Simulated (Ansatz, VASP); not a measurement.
**Se in VASP and in Ansatz**

```
CELL_PARAMETERS angstrom
-1.76084 1.72677 1.73723
1.72677 -1.76084 1.73723
1.75195 1.75195 -1.77130
ATOMIC_POSITIONS crystal
Se 0.00000 0.00000 0.00000
```

Alike in both runs: task single point; functional PBE; k mesh 16 × 16 × 16; occupations gaussian, width 0.1 eV; no spin polarisation.

```csv
,VASP,Ansatz
version,VASP 6.6.1,Ansatz 0.2.0
potentials or method,"VASP PAW PBE potentials, release 64 (Se), cutoff 520 eV","scalar-relativistic, plane waves, PAW"
valence electrons in the cell,6,16
```

|  | VASP | Ansatz | Ansatz less VASP |
| --- | --- | --- | --- |
| gap on the k mesh at the Fermi level (eV) | none | none | - |
| pressure (GPa) | -2.1 | -2.1 | -0.01 |
| traceless stress, the component that is largest in VASP (GPa) | -0.95 | -0.95 | +0.003 |

A gap of «none» marks a metal or a gap that the smearing closes. VASP's potentials hold 6 valence electrons a cell and Ansatz's 16, so a difference there can come from the potentials and not from the codes.
